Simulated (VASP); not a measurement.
# NaHF2 (R-3m) in VASP: a series of runs, part 3 of 3

VASP 6.6.1.

**4. Electric field gradients, LDA**

This run uses another cell than the first one, of 12.00 Å³/atom.

INCAR reads:

```
SYSTEM = NaHF2
PREC     = Accurate       ! precision mode
ENCUT    = 520            ! plane-wave cutoff, eV
EDIFF    = 1E-8           ! SCF threshold, eV
ISMEAR   = -1             ! smearing method
SIGMA    = 0.02           ! smearing width, eV
LREAL    = .False.        ! projectors in reciprocal space
LASPH    = .True.         ! aspherical terms in the spheres
NELM     = 100            ! most SCF steps
ALGO     = Normal         ! electronic algorithm
ISIF     = 2              ! what is computed and relaxed
LWAVE    = .False.        ! write WAVECAR
LCHARG   = .False.        ! write CHGCAR
LEFG     = .True.       
NBANDS   = 19             ! bands
```

KPOINTS reads:

```
regular mesh
0
Gamma
  10 10 10
  0 0 0
```

POSCAR reads:

```
NaHF2
1.0
    1.7284452171      0.9979183114      4.6388706988
   -1.7284452171      0.9979183114      4.6388706988
    0.0000000000     -1.9958366228      4.6388706988
Na H F
1 1 2
Direct
    0.0000000000      0.0000000000      0.0000000000
    0.5000000000      0.5000000000      0.5000000000
    0.4100000000      0.4100000000      0.4100000000
    0.5900000000      0.5900000000      0.5900000000
```

Potentials or basis: VASP PAW LDA potentials, release 64 (Na_pv, H, F).

The run is started by

```bash
cat potpaw_LDA.64/Na_pv/POTCAR potpaw_LDA.64/H/POTCAR potpaw_LDA.64/F/POTCAR > POTCAR
mpirun -np 1 vasp_std > vasp.out
```

OUTCAR:

```text
SYSTEM = NaHF2
   PREC = Accurate
   ENCUT = 520
   EDIFF = 1E-8
   ISMEAR = -1
   LREAL = .False.
   LASPH = .True.
   NELM = 100
   ISIF = 2

 ion  position               nearest neighbor table
   1  0.000  0.000  0.000-   4 2.26   4 2.26   3 2.26   3 2.26   4 2.26   3 2.26
   2  0.500  0.500  0.500-   3 1.25   4 1.25
   3  0.410  0.410  0.410-   2 1.25   1 2.26   1 2.26   1 2.26
   4  0.590  0.590  0.590-   2 1.25   1 2.26   1 2.26   1 2.26

  LATTYP: Found a trigonal (rhomboedric) cell.
 ALAT       =     5.0499985332
 COS(alpha) =     0.7657073146

  Lattice vectors:

 A1 = (   1.7284452171,   0.9979183114,   4.6388706988)
 A2 = (  -1.7284452171,   0.9979183114,   4.6388706988)
 A3 = (   0.0000000000,  -1.9958366228,   4.6388706988)

Analysis of symmetry for initial positions (statically):
=====================================================================
 Subroutine PRICEL returns:
 Original cell was already a primitive cell.

 Routine SETGRP: Setting up the symmetry group for a
 trigonal (rhombohedral) supercell.

 Subroutine GETGRP returns: Found 12 space group operations
 (whereof 12 operations were pure point group operations)
 out of a pool of 12 trial point group operations.

The static configuration has the point symmetry D_3d.

Analysis of symmetry for dynamics (positions and initial velocities):
=====================================================================
 Subroutine PRICEL returns:
 Original cell was already a primitive cell.

 Routine SETGRP: Setting up the symmetry group for a
 trigonal (rhombohedral) supercell.

 Subroutine GETGRP returns: Found 12 space group operations
 (whereof 12 operations were pure point group operations)
 out of a pool of 12 trial point group operations.

The dynamic configuration has the point symmetry D_3d.

 Subroutine INISYM returns: Found 12 space group operations
 (whereof 12 operations are pure point group operations),
 and found     1 'primitive' translations

----------------------------------------------------------------------------------------

                                     Primitive cell

  volume of cell :      48.0081

  direct lattice vectors                    reciprocal lattice vectors
     1.728445217  0.997918311  4.638870699     0.289277320  0.167014339  0.071856569
    -1.728445217  0.997918311  4.638870699    -0.289277320  0.167014339  0.071856569
     0.000000000 -1.995836623  4.638870699     0.000000000 -0.334028677  0.071856569

  length of vectors
     5.049998533  5.049998533  5.049998533     0.341670197  0.341670197  0.341670197

  position of ions in fractional coordinates (direct lattice)
     0.000000000  0.000000000  0.000000000
     0.500000000  0.500000000  0.500000000
     0.410000000  0.410000000  0.410000000
     0.590000000  0.590000000  0.590000000

  ion indices of the primitive-cell ions
   primitive index   ion index
                 1           1
                 2           2
                 3           3
                 4           4

[... 80 lines left out ...]
   TEBEG  =    0.0;   TEEND  =   0.0 temperature during run
   PSTRESS=    0.0 pullay stress
   NELECT =      22.0000    total number of electrons
   NUPDOWN=      -1.0000    fix difference up-down
   EMIN   =  10.00;   EMAX   =-10.00  energy-range for DOS
   EFERMI =   0.00;   METHOD = LEGACY
   ISMEAR =    -1;   SIGMA  =   0.02  broadening in eV -4-tet -1-fermi 0-gaus
   EFERMI_NEDOS =   21; number of points for ismear=-14 and -15
   IALGO  =     38    algorithm
   IMIX   =      4    mixing-type and parameters
     AMIX     =   0.40;   BMIX     =  1.00
     AMIX_MAG =   1.60;   BMIX_MAG =  1.00
  volume/ion in A,a.u.               =      12.00        80.99
  Fermi-wavevector in a.u.,A,eV,Ry     =   1.262150  2.385118 21.674393  1.593023
  Thomas-Fermi vector in A             =   2.395573
   LORBIT       =      0    0 simple, 1 ext, 2 COOP (PROOUT), +10 PAW based schemes
   GGA     = CA    functional components
   LHFCALC =     F    Hartree Fock is set to
   AEXX    =    0.0000 exact exchange contribution
   IVDW    =     0    specifies the selected vdW correction
   LEPSILON=     F    determine dielectric tensor
   LRPA    =     F    only Hartree local field effects (RPA)
 non-spin polarized calculation
  energy-cutoff  :      520.00
  volume of cell :       48.01
 maximum number of plane-waves:      1317
 NGX is ok and might be reduce to    40
   NGX = 19   NGY = 19   NGZ = 19

 number of electron      21.9999997 magnetization

 Free energy of the ion-electron system (eV)
  ---------------------------------------------------
  ext. energy  EPLUGINS =         0.00000000
  ---------------------------------------------------
  free energy    TOTEN  =       -18.49770964 eV

  energy without entropy =      -18.49770964  energy(sigma->0) =      -18.49770964

 E-fermi :  -3.8444     XC(G=0):  -8.8353

 val. band max:       -4.2953597176   @ k =   0.5000   0.5000   0.5000
 cond. band min:       2.0260030761   @ k =   0.0000   0.0000   0.0000
 fundamental gap:      6.3213627936
 Fermi energy:        -3.8443998578

 k-point     1 :       0.0000    0.0000    0.0000
  band No.  band energies     occupation
      1     -23.9295      2.00000
      2     -23.3304      2.00000
      3     -22.3185      2.00000
      4     -22.3185      2.00000
      5     -22.0502      2.00000
      6      -8.6826      2.00000
[... 505 lines left out ...]
      6      -8.2248      2.00000
[... 11 lines left out ...]
     18      15.0246      0.00000
     19      15.4190      0.00000

 [... further k-points ...]
[... 5 lines left out ...]
  --------------------------------------------------------------------------------------
  -------------------------------------------------------------------------------------
  Total       -0.4821697     -0.4821697     -5.3549648      0.0000000      0.0000000      0.0000000
  in kB      -16.0914953    -16.0914953   -178.7117350      0.0000000      0.0000000      0.0000000
  external PRESSURE =     -70.2982419 kB  Pullay stress =       0.0000000 kB

 VOLUME and BASIS-vectors are now :
 -----------------------------------------------------------------------------
  energy-cutoff  :      520.00
  volume of cell :       48.01
      direct lattice vectors                 reciprocal lattice vectors
     1.728445217  0.997918311  4.638870699     0.289277320  0.167014339  0.071856569
    -1.728445217  0.997918311  4.638870699    -0.289277320  0.167014339  0.071856569
     0.000000000 -1.995836623  4.638870699     0.000000000 -0.334028677  0.071856569

 POSITION                                       TOTAL-FORCE (eV/Angst)
 -----------------------------------------------------------------------------------
      0.00000      0.00000      0.00000        -0.000000     -0.000000      0.000000
      0.00000      0.00000      6.95831         0.000000     -0.000000      0.000000
      0.00000      0.00000      5.70581        -0.000000      0.000000      2.123645
      0.00000      0.00000      8.21080        -0.000000     -0.000000     -2.123645
 -----------------------------------------------------------------------------------
    total drift:                                0.000000      0.000000     -0.000000

  FREE ENERGIE OF THE ION-ELECTRON SYSTEM (eV)
  ---------------------------------------------------
  free  energy   TOTEN  =       -18.4977096402 eV

  energy  without entropy=      -18.4977096402  energy(sigma->0) =      -18.49770964

 Electric field gradients (V/A^2)
---------------------------------------------------------------------
 ion       V_xx      V_yy      V_zz      V_xy      V_xz      V_yz
---------------------------------------------------------------------
   1      -4.192    -4.192     8.384     0.000     0.000    -0.000
   2       0.295     0.295    -0.590    -0.000     0.000    -0.000
   3     -59.135   -59.135   118.270    -0.000     0.000    -0.000
   4     -59.135   -59.135   118.270     0.000    -0.000    -0.000
---------------------------------------------------------------------

 Electric field gradients after diagonalization (V/A^2)
 (convention: |V_zz| > |V_xx| > |V_yy|)
----------------------------------------------------------------------
 ion       V_xx      V_yy      V_zz     asymmetry (V_yy - V_xx)/ V_zz
----------------------------------------------------------------------
   1      -4.192    -4.192     8.384       0.000
   2       0.295     0.295    -0.590       0.000
   3     -59.135   -59.135   118.270       0.000
   4     -59.135   -59.135   118.270       0.000
----------------------------------------------------------------------

           NMR quadrupolar parameters

 Cq : quadrupolar parameter    Cq=e*Q*V_zz/h
 eta: asymmetry parameters     (V_yy - V_xx)/ V_zz
 Q  : nuclear electric quadrupole moment in mb (millibarn)
----------------------------------------------------------------------
 ion       Cq(MHz)       eta       Q (mb)
----------------------------------------------------------------------
   1       0.020       0.000       1.000
   2      -0.001       0.000       1.000
   3       0.286       0.000       1.000
   4       0.286       0.000       1.000
----------------------------------------------------------------------
```

It took 5.3 min on 1 thread of Intel Xeon 8259CL, shared host; peak memory 0.25 GiB.

Results:

- Free energy: -18.4977 eV
- Pressure: -7.0 GPa
- Largest force: 2.124 eV/Å
- Band gap on the k mesh: 6.32 eV (least direct gap 6.62 eV)
- Largest electric field gradient by atom: Na +8.4; H -0.6; F +118.3 V/Å²

Forces on the atoms (eV/Å):
```
Na   0.000  0.000  0.000
H    0.000  0.000  0.000
F    0.000  0.000  2.124
F    0.000  0.000 -2.124
```

Electric field gradients, principal values (V/Å²):
| atom | least | middle | greatest (by size) |
| --- | --- | --- | --- |
| 1 Na | -4.192 | -4.192 | 8.384 |
| 2 H | 0.295 | 0.295 | -0.590 |
| 3 F | -59.135 | -59.135 | 118.270 |
| 4 F | -59.135 | -59.135 | 118.270 |

Caveat: the stress differs along the axes, from -18 to -2 GPa; without QUAD_EFG the Cq values of the log hold for a quadrupole moment of 1 mb, not for the nuclei; forces of over 1 eV/Å act on the atoms, so gaps and moduli don't describe the material at rest.

**5. The runs side by side**

| cell | gap on the mesh (eV) | pressure (GPa) | largest force (eV/Å) |
| --- | --- | --- | --- |
| a = 4.947 Å, angles 40.0°, 4 atoms | 6.55 | -4.4 | 1.96 |
| a = 5.016 Å, angles 40.0°, 4 atoms | 6.39 | -6.3 | 2.07 |
| a = 5.050 Å, angles 40.0°, 4 atoms | 6.32 | -7.0 | 2.12 |

Alike in all rows: task electric field gradients; level LDA; potentials or basis VASP PAW LDA potentials, release 64 (Na_pv, H, F); no spin polarisation; k mesh 10 × 10 × 10; cutoff (eV) 520; smearing fermi-dirac 0.02 eV.

Caveats: forces of over 1 eV/Å act on the atoms, so gaps and moduli don't describe the material at rest; the stress differs along the axes, from -14 to 0 GPa (at least some runs); the stress differs along the axes, from -17 to -1 GPa (at least some runs); the stress differs along the axes, from -18 to -2 GPa (at least some runs).

Absolute energies hang on the potentials; compare differences alone.
